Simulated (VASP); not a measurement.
# PbS (C2/m) in VASP: further runs, part 2 of 2

VASP 6.6.1. The steps go on from the part before.

**3. Relaxation of shape and atoms at fixed volume, LDA (48.73 Å³/atom)**

INCAR

```
SYSTEM = PbS
ALGO = Normal
EDIFF = 1E-7
EDIFFG = -0.01
ENCUT = 500
GGA_COMPAT = .False.
IBRION = 2
ISIF = 4
ISMEAR = 0
LASPH = .True.
LCHARG = .False.
LREAL = .False.
LWAVE = .False.
NELM = 120
NELMIN = 4
NSW = 60
PREC = Accurate
SIGMA = 0.05
```

KPOINTS

```
k-points
0
Gamma
  6 6 2
  0 0 0
```

POSCAR

```
PbS
1.0
    2.8951596286     -2.8951594443      0.0000099928
    2.8951596286      2.8951594443      0.0000099928
   -1.0633561309      0.0000000000     11.6276000578
Pb S
2 2
Direct
    0.7720528504      0.7720528504      0.6200537017
    0.2279471496      0.2279471496      0.3799462983
    0.2694393326      0.2694393326      0.6058599918
    0.7305606674      0.7305606674      0.3941400082
```

Potentials or basis: VASP PAW LDA potentials, release 64 (Pb_d, S).

Run with:

```bash
> cat potpaw_LDA.64/Pb_d/POTCAR potpaw_LDA.64/S/POTCAR > POTCAR
> mpirun -np 1 vasp_std > vasp.out
```

Wall time 13 min (1 thread of Oxide Virtual Turin-like, shared host); peak memory 0.24 GiB.

The run converged. Its results:

| Property | Result |
| --- | --- |
| Free energy | -19.4725 eV |
| Energy gained by relaxing | 2.3 meV/atom |
| Ionic steps | 7 |
| Largest force after relaxing | 0.008 eV/Å |
| Band gap on the k mesh | 1.79 eV (least direct gap 1.96 eV) |

Forces on the atoms (eV/Å):
```
Pb   0.000  0.000 -0.008
Pb   0.000  0.000  0.008
S    0.000  0.000  0.004
S    0.000  0.000 -0.004
```

Step by step:
| step | energy change (eV) | largest force (eV/Å) | pressure (GPa) | volume (Å³) |
| --- | --- | --- | --- | --- |
| 1 | 0.0000 | 0.1698 | 0.66 | 194.92 |
| 2 | -0.0034 | 0.1077 | 0.50 | 194.92 |
| 3 | -0.0067 | 0.0381 | 0.16 | 194.92 |
| 4 | -0.0088 | 0.0028 | 0.04 | 194.92 |
| 5 | -0.0090 | 0.0151 | 0.00 | 194.92 |
| 6 | -0.0090 | 0.0106 | -0.02 | 194.92 |
| 7 | -0.0090 | 0.0082 | -0.04 | 194.92 |

Final structure:
```
Pb S
1.0
     2.91543   -2.91545    0.00000
     2.91543    2.91545    0.00000
    -1.07082    0.00000   11.46641
Pb S
2 2
Direct
  0.77263 0.77263 0.62310
  0.22737 0.22737 0.37690
  0.26977 0.26977 0.60759
  0.73023 0.73023 0.39241
```

Levels at points of the mesh, in eV from the valence-band top:
```csv
k point,band 18,band 19,band 20,band 21,band 22,band 23
"(0.00, 0.00, 0.00)",-1.54,-1.54,-0.17,1.91,3.82,4.73
"(0.50, 0.00, 0.00)",-1.09,-0.07,-0.07,1.99,2.00,3.01
"(0.50, 0.50, 0.00)",-3.06,-1.49,-1.49,4.20,4.21,5.29
"(0.00, 0.00, 0.50)",-1.54,-1.54,-0.17,1.79,4.61,4.73
"(0.50, 0.00, 0.50)",-1.09,-0.07,-0.07,1.99,2.00,3.01
"(0.50, 0.50, 0.50)",-3.06,-1.49,-1.49,4.18,4.19,5.27
```

Caveat: there is no dipole correction, which matters where the two faces differ; the relaxation moved the vacuum too, so the length across it says nothing of the material; spin-orbit coupling is left out, which moves the levels of the heavy elements.

**4. Relaxation of shape and atoms at fixed volume, LDA (50.72 Å³/atom)**

This run uses another cell than the first one.

INCAR

```
ALGO = Normal ; EDIFF = 1E-7
EDIFFG = -0.01 ; ENCUT = 500
GGA = CA ; GGA_COMPAT = False
IBRION = 2 ; ISIF = 4
ISMEAR = 0 ; LASPH = True
LCHARG = False ; LREAL = False
LWAVE = False ; NELM = 120
NELMIN = 4 ; NSW = 60
PREC = Accurate ; SIGMA = 0.05
```

KPOINTS

```
k-points
0
Gamma
  6 6 2
```

POSCAR

```
PbS
1.0
    2.9340254694     -2.9340252826      0.0000101270
    2.9340254694      2.9340252826      0.0000101270
   -1.0776310710      0.0000000000     11.7836938525
Pb S
2 2
Direct
    0.7720528504      0.7720528504      0.6200537017
    0.2279471496      0.2279471496      0.3799462983
    0.2694393326      0.2694393326      0.6058599918
    0.7305606674      0.7305606674      0.3941400082
```

Run with:

```bash
> cat potpaw_LDA.64/Pb_d/POTCAR potpaw_LDA.64/S/POTCAR > POTCAR
> mpirun -np 1 vasp_std > vasp.out
```

It took 12 min on 1 thread of Oxide Virtual Turin-like, shared host; peak memory 0.25 GiB.

It converged, with:

```yaml
Free_energy: -19.4725 eV
Energy_gained_by_relaxing: 1.6 meV/atom
Ionic_steps: 9
Largest_force_after_relaxing: 0.009 eV/Å
Band_gap_on_the_k_mesh: 1.85 eV (least direct gap 2.03 eV)
```

Forces on the atoms (eV/Å):
```
Pb   0.000  0.000  0.009
Pb   0.000  0.000 -0.009
S    0.000  0.000 -0.005
S    0.000  0.000  0.005
```

Step by step:
| step | energy change (eV) | largest force (eV/Å) | pressure (GPa) | volume (Å³) |
| --- | --- | --- | --- | --- |
| 1 | 0.0000 | 0.1346 | -0.57 | 202.88 |
| 2 | -0.0022 | 0.0873 | -0.46 | 202.88 |
| 3 | -0.0043 | 0.0253 | -0.22 | 202.88 |
| 4 | -0.0058 | 0.0063 | -0.14 | 202.88 |
| 5 | -0.0062 | 0.0139 | -0.08 | 202.88 |
| 6 | -0.0062 | 0.0170 | -0.07 | 202.88 |
| 7 | -0.0062 | 0.0123 | -0.05 | 202.88 |
| 8 | -0.0062 | 0.0108 | -0.03 | 202.88 |
| 9 | -0.0063 | 0.0089 | -0.02 | 202.88 |

Final structure:
```
CELL_PARAMETERS angstrom
2.91635 -2.91635 -0.00005
2.91635 2.91635 -0.00005
-1.07140 0.00000 11.92700
ATOMIC_POSITIONS crystal
Pb 0.77164 0.77164 0.61762
Pb 0.22836 0.22836 0.38238
S 0.26915 0.26915 0.60420
S 0.73085 0.73085 0.39580
```

Levels at points of the mesh, in eV from the valence-band top:
```csv
k point,band 17,band 18,band 19,band 20,band 21,band 22,band 23,band 24
"(0.00, 0.00, 0.00)",-2.71,-1.55,-1.55,-0.19,1.93,3.88,4.73,5.57
"(0.50, 0.00, 0.00)",-1.10,-1.10,-0.05,-0.05,1.98,1.98,3.00,3.00
"(0.50, 0.50, 0.00)",-3.07,-3.07,-1.49,-1.49,4.20,4.20,5.33,5.33
"(0.00, 0.00, 0.50)",-2.71,-1.55,-1.55,-0.19,1.85,4.54,4.73,5.08
"(0.50, 0.00, 0.50)",-1.10,-1.10,-0.05,-0.05,1.98,1.98,3.00,3.00
"(0.50, 0.50, 0.50)",-3.07,-3.07,-1.49,-1.49,4.19,4.20,5.31,5.32
```

Caveat: there is no dipole correction, which matters where the two faces differ; the relaxation moved the vacuum too, so the length across it says nothing of the material; spin-orbit coupling is left out, which moves the levels of the heavy elements.

**5. Relaxation of shape and atoms at fixed volume, LDA (51.71 Å³/atom)**

This run uses another cell than the first one.

INCAR

```
PREC = Accurate
ENCUT = 500
EDIFF = 1E-7
ISMEAR = 0
SIGMA = 0.05
LREAL = F
LASPH = T
NELM = 120
ALGO = Normal
ISIF = 4
LWAVE = F
LCHARG = F
GGA = CA
IBRION = 2
NSW = 60
EDIFFG = -0.01
GGA_COMPAT = F
NELMIN = 4
```

KPOINTS

```
Automatic mesh
0
Gamma
  6 6 2
```

POSCAR

```
PbS
1.0
    2.9357197958     -2.9357198589      0.0000378322
    2.9357197958      2.9357198589      0.0000378322
   -1.0781428555      0.0000000000     12.0008711238
Pb S
2 2
Direct
    0.7715984255      0.7715984255      0.6176276461
    0.2284015745      0.2284015745      0.3823723539
    0.2691293993      0.2691293993      0.6041878755
    0.7308706007      0.7308706007      0.3958121245
```

Run with:

```bash
> cat potpaw_LDA.64/Pb_d/POTCAR potpaw_LDA.64/S/POTCAR > POTCAR
> mpirun -np 1 vasp_std > vasp.out
```

Run time: 11 min. Hardware: 1 thread of Oxide Virtual Turin-like, shared host; peak memory 0.25 GiB.

Results (log left out):

```
Free energy                  : -19.4725 eV
Energy gained by relaxing    : 1.7 meV/atom
Ionic steps                  : 10
Largest force after relaxing : 0.007 eV/Å
Band gap on the k mesh       : 1.85 eV (least direct gap 2.04 eV)
```

Forces in eV/Å, atoms in the order of the input:
```
Pb   0.000  0.000  0.001
Pb   0.000  0.000 -0.001
S    0.000  0.000 -0.007
S    0.000  0.000  0.007
```

Step by step:
```tsv
step	energy change (eV)	largest force (eV/Å)	pressure (GPa)	volume (Å³)
1	0.0000	0.1308	-0.58	206.86
2	-0.0023	0.0880	-0.47	206.86
3	-0.0050	0.0149	-0.22	206.86
4	-0.0051	0.0404	-0.16	206.86
5	-0.0065	0.0182	-0.07	206.86
6	-0.0066	0.0145	-0.03	206.86
7	-0.0066	0.0125	-0.04	206.86
8	-0.0067	0.0119	-0.04	206.86
9	-0.0067	0.0101	-0.04	206.86
10	-0.0068	0.0066	-0.04	206.86
```

Final structure:
```yaml
crystal:
  lattice:
    - [2.91677, -2.91667, -0.00002]
    - [2.91677, 2.91667, -0.00002]
    - [-1.07142, 0.00000, 12.15772]
  atoms:
    - { symbol: Pb, position: [0.77128, 0.77128, 0.61555] }
    - { symbol: Pb, position: [0.22872, 0.22872, 0.38445] }
    - { symbol: S, position: [0.26877, 0.26877, 0.60211] }
    - { symbol: S, position: [0.73123, 0.73123, 0.39789] }
```

Levels at points of the mesh, in eV from the valence-band top:
| k point | band 16 | band 17 | band 18 | band 19 | band 20 | band 21 | band 22 | band 23 | band 24 |
| --- | --- | --- | --- | --- | --- | --- | --- | --- | --- |
| (0.00, 0.00, 0.00) | -2.71 | -2.71 | -1.54 | -1.54 | -0.19 | 1.92 | 3.89 | 4.73 | 5.57 |
| (0.50, 0.00, 0.00) | -1.93 | -1.10 | -1.09 | -0.05 | -0.05 | 1.98 | 1.99 | 3.00 | 3.00 |
| (0.50, 0.50, 0.00) | -4.54 | -3.07 | -3.07 | -1.49 | -1.49 | 4.20 | 4.20 | 5.32 | 5.32 |
| (0.00, 0.00, 0.50) | -2.71 | -2.71 | -1.54 | -1.54 | -0.19 | 1.85 | 4.50 | 4.73 | 5.04 |
| (0.50, 0.00, 0.50) | -1.93 | -1.10 | -1.09 | -0.05 | -0.05 | 1.98 | 1.99 | 3.00 | 3.00 |
| (0.50, 0.50, 0.50) | -4.54 | -3.07 | -3.07 | -1.49 | -1.49 | 4.19 | 4.19 | 5.31 | 5.31 |

Caveat: there is no dipole correction, which matters where the two faces differ; the relaxation moved the vacuum too, so the length across it says nothing of the material; spin-orbit coupling is left out, which moves the levels of the heavy elements.

**6. Overview**

```tsv
level	potentials or basis	cell	gap on the mesh (eV)	relaxed volume (Å³/atom)	largest force (eV/Å)
PBE+D4	VASP PAW PBE potentials, release 64 (Pb_d, S)	relaxed from a = 4.250, b = 4.250, c = 10.835 Å, angles 94.1, 94.1, 90.0°, 4 atoms, atomic positions A	2.04	48.67	-
LDA	VASP PAW LDA potentials, release 64 (Pb_d, S)	relaxed from a = 4.094, b = 4.094, c = 11.676 Å, angles 93.7, 93.7, 90.0°, 4 atoms, atomic positions B	1.79	48.73	0.01
LDA	VASP PAW LDA potentials, release 64 (Pb_d, S)	relaxed from a = 4.149, b = 4.149, c = 11.833 Å, angles 93.7, 93.7, 90.0°, 4 atoms, atomic positions B	1.85	50.72	0.01
LDA	VASP PAW LDA potentials, release 64 (Pb_d, S)	relaxed from a = 4.152, b = 4.152, c = 12.049 Å, angles 93.6, 93.6, 90.0°, 4 atoms, atomic positions C	1.85	51.71	0.01
```

Alike in all rows: task relaxation of shape and atoms at fixed volume; no spin polarisation; k mesh 6 × 6 × 2; cutoff (eV) 500; smearing gaussian 0.05 eV.

Caveats: the relaxation moved the vacuum too, so the length across it says nothing of the material; spin-orbit coupling is left out, which moves the levels of the heavy elements; there is no dipole correction, which matters where the two faces differ (at least some runs).

Total energies depend on the potentials used, so only differences within one code and one set of settings carry meaning.
